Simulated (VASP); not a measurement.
Here is a VASP 6.6.1 calculation.

File INCAR:

```
ALGO = Normal
EDIFF = 1E-6
EDIFFG = -0.04
ENCUT = 600
GGA = PE
IBRION = 2
ISIF = 3
ISMEAR = 0
LASPH = True
LCHARG = False
LREAL = False
LWAVE = False
NELM = 80
NSW = 90
PREC = Accurate
SIGMA = 0.1
```

KPOINTS

```
k-points
0
Gamma
  4 4 4
```

File POSCAR:

```
LaScCl6
1.0
    0.0000000000      5.0443473500      5.0443473500
    5.0443473500      0.0000000000      5.0443473500
    5.0443473500      5.0443473500      0.0000000000
La Sc Cl
1 1 6
Direct
    0.0000000000      0.0000000000      0.0000000000
    0.5000000000      0.5000000000      0.5000000000
    0.2442840600      0.7557159400      0.7557159400
    0.7557159400      0.2442840600      0.2442840600
    0.7557159400      0.2442840600      0.7557159400
    0.2442840600      0.7557159400      0.2442840600
    0.7557159400      0.7557159400      0.2442840600
    0.2442840600      0.2442840600      0.7557159400
```

Potentials or basis: VASP PAW PBE potentials, release 64 (La, Sc_sv, Cl).

Run with:

```bash
$ cat potpaw_PBE.64/La/POTCAR potpaw_PBE.64/Sc_sv/POTCAR potpaw_PBE.64/Cl/POTCAR > POTCAR
$ mpirun -np 1 vasp_std > vasp.out
```

Question: What does it give for the space group after relaxing (to 0.05 Å)?

Answer: Fm-3m (No. 225).

Question: Estimate the band gap on the k mesh.

Answer: 3.34 eV, direct.

Forces on the atoms (eV/Å):
```
La   0.000  0.000  0.000
Sc   0.000  0.000  0.000
Cl  -0.006  0.000  0.000
Cl   0.006  0.000  0.000
Cl   0.000 -0.006  0.000
Cl   0.000  0.006  0.000
Cl   0.000  0.000 -0.006
Cl   0.000  0.000  0.006
```

Caveat: spin-orbit coupling is left out, which moves the levels of the heavy elements. A k mesh can miss the band edges.
